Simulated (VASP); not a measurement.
# CdI2 (P-3m1) in VASP: notebook, part 2 of 3

VASP 6.6.1.

**3. Single point, PBE (epitaxial xy strain -2.5%)**

INCAR reads:

```
SYSTEM = CdI2
  PREC = Accurate
  ENCUT = 500
  EDIFF = 1E-6
  ISMEAR = -1
  SIGMA = 0.02
  LREAL = .False.
  LASPH = .True.
  NELM = 120
  ALGO = Normal
  ISIF = 2
  LWAVE = .False.
  LCHARG = .True.
  GGA = PE
  LELF = .True.
  LVHAR = .True.
  NBANDS = 20
  GGA_COMPAT = .False.
```

KPOINTS reads:

```
regular mesh
0
Gamma
  12 12 4
  0 0 0
```

POSCAR reads:

```
CdI2
1.0
    4.1408335089      0.0000000000      0.0000000000
   -2.0704167544      3.5860670115      0.0000000000
    0.0000000000      0.0000000000      7.0274584198
Cd I
1 2
Direct
    0.0000000000      0.0000000000      0.0000000000
    0.3333333333      0.6666666667      0.2514013548
    0.6666666667      0.3333333333      0.7485986452
```

Potentials or basis: VASP PAW PBE potentials, release 64 (Cd, I).

The run is started by

```sh
cat potpaw_PBE.64/Cd/POTCAR potpaw_PBE.64/I/POTCAR > POTCAR
mpirun -np 1 vasp_std > vasp.out
```

OUTCAR:

```text
SYSTEM = CdI2
   PREC = Accurate
   ENCUT = 500
   EDIFF = 1E-6
   ISMEAR = -1
   LREAL = .False.
   LASPH = .True.
   NELM = 120
   ISIF = 2
   GGA = PE

 ion  position               nearest neighbor table
   1  0.000  0.000  0.000-   2 2.97   3 2.97   2 2.97   3 2.97   3 2.97   2 2.97
   2  0.333  0.667  0.251-   1 2.97   1 2.97   1 2.97
   3  0.667  0.333  0.749-   1 2.97   1 2.97   1 2.97

  LATTYP: Found a hexagonal cell.
 ALAT       =     4.1408335089
 C/A-ratio  =     1.6971120439

  Lattice vectors:

 A1 = (   4.1408335089,   0.0000000000,   0.0000000000)
 A2 = (  -2.0704167544,   3.5860670115,   0.0000000000)
 A3 = (   0.0000000000,   0.0000000000,   7.0274584198)

Analysis of symmetry for initial positions (statically):
=====================================================================
 Subroutine PRICEL returns:
 Original cell was already a primitive cell.

 Routine SETGRP: Setting up the symmetry group for a
 hexagonal supercell.

 Subroutine GETGRP returns: Found 12 space group operations
 (whereof 12 operations were pure point group operations)
 out of a pool of 24 trial point group operations.

The static configuration has the point symmetry D_3d.

Analysis of symmetry for dynamics (positions and initial velocities):
=====================================================================
 Subroutine PRICEL returns:
 Original cell was already a primitive cell.

 Routine SETGRP: Setting up the symmetry group for a
 hexagonal supercell.

 Subroutine GETGRP returns: Found 12 space group operations
 (whereof 12 operations were pure point group operations)
 out of a pool of 24 trial point group operations.

The dynamic configuration has the point symmetry D_3d.

 Subroutine INISYM returns: Found 12 space group operations
 (whereof 12 operations are pure point group operations),
 and found     1 'primitive' translations

----------------------------------------------------------------------------------------

                                     Primitive cell

  volume of cell :     104.3529

  direct lattice vectors                    reciprocal lattice vectors
     4.140833509  0.000000000  0.000000000     0.241497273  0.139428516  0.000000000
    -2.070416754  3.586067011  0.000000000     0.000000000  0.278857031  0.000000000
     0.000000000  0.000000000  7.027458420     0.000000000  0.000000000  0.142298957

  length of vectors
     4.140833509  4.140833509  7.027458420     0.278857031  0.278857031  0.142298957

  position of ions in fractional coordinates (direct lattice)
     0.000000000  0.000000000  0.000000000
     0.333333333  0.666666667  0.251401355
     0.666666667  0.333333333  0.748598645

  ion indices of the primitive-cell ions
   primitive index   ion index
                 1           1
                 2           2
                 3           3

----------------------------------------------------------------------------------------

 KPOINTS: regular mesh

Automatic generation of k-mesh.
 Grid dimensions read from file:
 generate k-points for:   12   12    4

 Generating k-lattice:

  Cartesian coordinates                     Fractional coordinates (reciprocal lattice)
     0.020124773  0.011619043  0.000000000     0.083333333  0.000000000  0.000000000
     0.000000000  0.023238086  0.000000000     0.000000000  0.083333333  0.000000000
     0.000000000  0.000000000  0.035574739     0.000000000  0.000000000  0.250000000

  Length of vectors
     0.023238086  0.023238086  0.035574739

  Shift w.r.t. Gamma in fractional coordinates (k-lattice)
     0.000000000  0.000000000  0.000000000

 Subroutine IBZKPT returns following result:
 ===========================================

 Found     69 irreducible k-points:

 Following reciprocal coordinates:
            Coordinates               Weight
  0.000000  0.000000  0.000000      1.000000
  0.083333  0.000000  0.000000      6.000000
  0.166667  0.000000  0.000000      6.000000
  0.250000  0.000000  0.000000      6.000000
  0.333333  0.000000  0.000000      6.000000
  0.416667  0.000000  0.000000      6.000000
[... 16 lines left out ...]
  0.166667  0.000000  0.250000      6.000000
  0.000000  0.166667  0.250000      6.000000
 [... further k-points ...]
   k-points           NKPTS =     69   k-points in BZ     NKDIM =     69   number of bands    NBANDS=     20
   number of dos      NEDOS =    301   number of ions     NIONS =      3
   total plane-waves  NPLWV =  48600
   dimension x,y,z NGX =    30 NGY =   30 NGZ =   54
   dimension x,y,z NGXF=    60 NGYF=   60 NGZF=  108
   ions per type =               1   2
   NGX,Y,Z   is equivalent  to a cutoff of  12.04, 12.04, 12.77 a.u.
   NGXF,Y,Z  is equivalent  to a cutoff of  24.09, 24.09, 25.55 a.u.
 SYSTEM =  CdI2
   PREC   = accura    normal or accurate (medium, high low for compatibility)
   ISTART =      0    job   : 0-new  1-cont  2-samecut
   ICHARG =      2    charge: 1-file 2-atom 10-const
   ISPIN  =      1    spin polarized calculation?
   LNONCOLLINEAR =      F non collinear calculations
   LSORBIT =      F    spin-orbit coupling
   LASPH  =      T    aspherical Exc in radial PAW
   ENCUT  =  500.0 eV  36.75 Ry    6.06 a.u.   7.55  7.55 12.81*2*pi/ulx,y,z
   NELM   =    120;   NELMIN=  2; NELMDL= -5     # of ELM steps
   EDIFF  = 0.1E-05   stopping-criterion for ELM
   LREAL  =      F    real-space projection
   EDIFFG = 0.1E-04   stopping-criterion for IOM
   NSW    =      0    number of steps for IOM
   IBRION =     -1    ionic relax: 0-MD 1-quasi-New 2-CG
   NFREE  =      0    steps in history (QN), initial steepest desc. (CG)
   ISIF   =      2    stress and relaxation
   ISYM   =      2    0-nonsym 1-usesym 2-fastsym
   POTIM  = 0.5000    time-step for ionic-motion
   TEBEG  =    0.0;   TEEND  =   0.0 temperature during run
   PSTRESS=    0.0 pullay stress
   NELECT =      26.0000    total number of electrons
   NUPDOWN=      -1.0000    fix difference up-down
   EMIN   =  10.00;   EMAX   =-10.00  energy-range for DOS
   EFERMI =   0.00;   METHOD = LEGACY
   ISMEAR =    -1;   SIGMA  =   0.02  broadening in eV -4-tet -1-fermi 0-gaus
   EFERMI_NEDOS =   21; number of points for ismear=-14 and -15
   IALGO  =     38    algorithm
   IMIX   =      4    mixing-type and parameters
     AMIX     =   0.40;   BMIX     =  1.00
     AMIX_MAG =   1.60;   BMIX_MAG =  1.00
  volume/ion in A,a.u.               =      34.78       234.74
  Fermi-wavevector in a.u.,A,eV,Ry     =   1.030144  1.946689 14.438448  1.061196
  Thomas-Fermi vector in A             =   2.164227
   LORBIT       =      0    0 simple, 1 ext, 2 COOP (PROOUT), +10 PAW based schemes
   GGA     = PE    functional components
   LHFCALC =     F    Hartree Fock is set to
   AEXX    =    0.0000 exact exchange contribution
   IVDW    =     0    specifies the selected vdW correction
   LEPSILON=     F    determine dielectric tensor
   LRPA    =     F    only Hartree local field effects (RPA)
 non-spin polarized calculation
  energy-cutoff  :      500.00
  volume of cell :      104.35
 maximum number of plane-waves:      2690
   NGX = 15   NGY = 15   NGZ = 25

 number of electron      26.0000002 magnetization

 Free energy of the ion-electron system (eV)
  ---------------------------------------------------
  ext. energy  EPLUGINS =         0.00000000
  ---------------------------------------------------
  free energy    TOTEN  =        -5.43626703 eV

  energy without entropy =       -5.43626703  energy(sigma->0) =       -5.43626703

 E-fermi :   2.8526     XC(G=0):  -8.6903

 val. band max:        2.3828966964   @ k =   0.0000   0.0000   0.5000
 cond. band min:       4.5642067729   @ k =   0.5000   0.0000   0.5000
 fundamental gap:      2.1813100765
 Fermi energy:         2.8526400072

 k-point     1 :       0.0000    0.0000    0.0000
  band No.  band energies     occupation
      1      -9.9724      2.00000
      2      -9.2970      2.00000
      3      -5.3675      2.00000
      4      -5.3675      2.00000
      5      -5.2606      2.00000
      6      -5.1657      2.00000
[... 12 lines left out ...]
     19      11.3905      0.00000
     20      11.5512      0.00000
[... 507 lines left out ...]
 k-point    24 :       0.0000    0.1667    0.2500
  band No.  band energies     occupation
      1      -9.7662      2.00000
      2      -9.3314      2.00000
      3      -5.3464      2.00000
      4      -5.3246      2.00000
      5      -5.2218      2.00000
      6      -5.1730      2.00000
[... 12 lines left out ...]
     19      10.3038      0.00000
     20      11.0395      0.00000

 [... further k-points ...]

------------------------ aborting loop because EDIFF is reached ----------------------------------------

  FORCE on cell =-STRESS in cart. coord.  units (eV):
  Direction    XX          YY          ZZ          XY          YZ          ZX
  --------------------------------------------------------------------------------------
  -------------------------------------------------------------------------------------
  Total        2.1050363      2.1050363      1.1635560      0.0000000     -0.0000000     -0.0000000
  in kB       32.3195801     32.3195801     17.8646051      0.0000000     -0.0000000     -0.0000000
  external PRESSURE =      27.5012551 kB  Pullay stress =       0.0000000 kB

 VOLUME and BASIS-vectors are now :
 -----------------------------------------------------------------------------
  energy-cutoff  :      500.00
  volume of cell :      104.35
      direct lattice vectors                 reciprocal lattice vectors
     4.140833509  0.000000000  0.000000000     0.241497273  0.139428516  0.000000000
    -2.070416754  3.586067011  0.000000000     0.000000000  0.278857031  0.000000000
     0.000000000  0.000000000  7.027458420     0.000000000  0.000000000  0.142298957

 POSITION                                       TOTAL-FORCE (eV/Angst)
 -----------------------------------------------------------------------------------
      0.00000      0.00000      0.00000         0.000000      0.000000      0.000000
     -0.00000      2.39071      1.76671         0.000000      0.000000      0.099161
      2.07042      1.19536      5.26075        -0.000000     -0.000000     -0.099161
 -----------------------------------------------------------------------------------
    total drift:                               -0.000000      0.000000     -0.000000

  FREE ENERGIE OF THE ION-ELECTRON SYSTEM (eV)
  ---------------------------------------------------
  free  energy   TOTEN  =        -5.4362670334 eV

  energy  without entropy=       -5.4362670334  energy(sigma->0) =       -5.43626703
```

OSZICAR:

```text
N       E                     dE             d eps       ncg     rms          rms(c)
DAV:   1     0.156581064712E+03    0.15658E+03   -0.11344E+04  2776   0.108E+03
DAV:   2     0.355781951227E+01   -0.15302E+03   -0.14761E+03  3264   0.244E+02
DAV:   3    -0.561041563876E+01   -0.91682E+01   -0.91373E+01  3284   0.594E+01
DAV:   4    -0.575664955769E+01   -0.14623E+00   -0.14622E+00  3700   0.724E+00
DAV:   5    -0.575798371390E+01   -0.13342E-02   -0.13341E-02  3372   0.691E-01    0.671E+00
DAV:   6    -0.545902963086E+01    0.29895E+00   -0.57309E-01  2892   0.767E+00    0.553E+00
DAV:   7    -0.543674087203E+01    0.22289E-01   -0.20042E-01  3120   0.274E+00    0.213E+00
DAV:   8    -0.543634891450E+01    0.39196E-03   -0.26759E-02  3008   0.176E+00    0.428E-01
DAV:   9    -0.543621709499E+01    0.13182E-03   -0.23649E-03  3216   0.509E-01    0.154E-01
DAV:  10    -0.543625921357E+01   -0.42119E-04   -0.26569E-04  3084   0.142E-01    0.406E-02
DAV:  11    -0.543626559285E+01   -0.63793E-05   -0.24021E-05  3228   0.417E-02    0.199E-02
DAV:  12    -0.543626702222E+01   -0.14294E-05   -0.28938E-06  2780   0.157E-02    0.115E-02
DAV:  13    -0.543626703343E+01   -0.11209E-07   -0.13801E-06  2472   0.943E-03
   1 F= -.54362670E+01 E0= -.54362670E+01  d E =-.105587E-11
```

stdout:

```text
POSCAR found type information on POSCAR CdI
 POSCAR found :  2 types and       3 ions
 scaLAPACK will be used
 LDA part: xc-table for (Slater+PW92), standard interpolation
 POSCAR, INCAR and KPOINTS ok, starting setup
 FFT: planning ... GRIDC
 FFT: planning ... GRID_SOFT
 FFT: planning ... GRID
 WAVECAR not read
 entering main loop
```

Wall time 62 s (1 thread of AMD EPYC 9R45 (Zen 5), shared host); peak memory 0.26 GiB.

Results:

- Free energy: -5.4363 eV
- Pressure: 2.8 GPa
- Largest force: 0.099 eV/Å
- Band gap on the k mesh: 2.18 eV (least direct gap 2.62 eV)

Forces in eV/Å, atoms in the order of the input:
```
Cd   0.000  0.000  0.000
I    0.000  0.000  0.099
I    0.000  0.000 -0.099
```

Stress tensor (GPa, compression positive):
```
3.23 0.00 0.00
0.00 3.23 0.00
0.00 0.00 1.79
```

Caveat: the cell differs from its parent crystal (epitaxial xy strain -2.5%); spin-orbit coupling is left out, which moves the levels of the heavy elements; this functional lacks dispersion, which binds the layers, so the pressure and a relaxed spacing across them are unreliable.

**4. Single point, PBE (uniaxial z strain -3.0%)**

INCAR reads:

```
ALGO = Normal
EDIFF = 1E-6
ENCUT = 500
GGA = PE
GGA_COMPAT = F
ISIF = 2
ISMEAR = -1
LASPH = T
LCHARG = F
LREAL = F
LWAVE = F
NBANDS = 20
NELM = 120
PREC = Accurate
SIGMA = 0.02
```

KPOINTS reads:

```
k-points
0
Gamma
  12 12 4
```

POSCAR reads:

```
CdI2
1.0
    4.2470087270      0.0000000000      0.0000000000
   -2.1235043635      3.6780174477      0.0000000000
    0.0000000000      0.0000000000      6.6881744112
Cd I
1 2
Direct
    0.0000000000      0.0000000000      0.0000000000
    0.3333333333      0.6666666667      0.2549893080
    0.6666666667      0.3333333333      0.7450106920
```

The run is started by

```sh
cat potpaw_PBE.64/Cd/POTCAR potpaw_PBE.64/I/POTCAR > POTCAR
mpirun -np 1 vasp_std > vasp.out
```

Run time: 61 s. Hardware: 1 thread of AMD EPYC 9R45 (Zen 5), shared host; peak memory 0.27 GiB.

Results (log left out):

```yaml
Free_energy: -5.4608 eV
Pressure: 2.2 GPa
Largest_force: 0.098 eV/Å
Band_gap_on_the_k_mesh: 2.35 eV (least direct gap 2.47 eV)
```

Forces on the atoms (eV/Å):
```
Cd   0.000  0.000  0.000
I    0.000  0.000  0.098
I    0.000  0.000 -0.098
```

Stress tensor (GPa, compression positive):
```
2.14 0.00 0.00
0.00 2.14 0.00
0.00 0.00 2.45
```

Levels at points of the mesh, in eV from the valence-band top:
| k point | band 10 | band 11 | band 12 | band 13 | band 14 | band 15 | band 16 | band 17 |
| --- | --- | --- | --- | --- | --- | --- | --- | --- |
| (0.00, 0.00, 0.00) | -0.36 | -0.26 | -0.26 | -0.06 | 2.41 | 4.37 | 6.28 | 6.28 |
| (0.50, 0.00, 0.00) | -2.13 | -1.64 | -0.82 | -0.15 | 2.66 | 4.95 | 5.80 | 6.38 |
| (0.00, 0.00, 0.50) | -0.53 | -0.53 | -0.06 | -0.06 | 3.63 | 4.45 | 6.02 | 6.02 |
| (0.50, 0.00, 0.50) | -1.37 | -1.20 | -0.57 | -0.55 | 2.35 | 4.88 | 5.77 | 6.64 |

Caveat: the cell differs from its parent crystal (uniaxial z strain -3.0%); spin-orbit coupling is left out, which moves the levels of the heavy elements; this functional lacks dispersion, which binds the layers, so the pressure and a relaxed spacing across them are unreliable. A k mesh can miss the band edges.

(Part 2 of 3 ends here.)
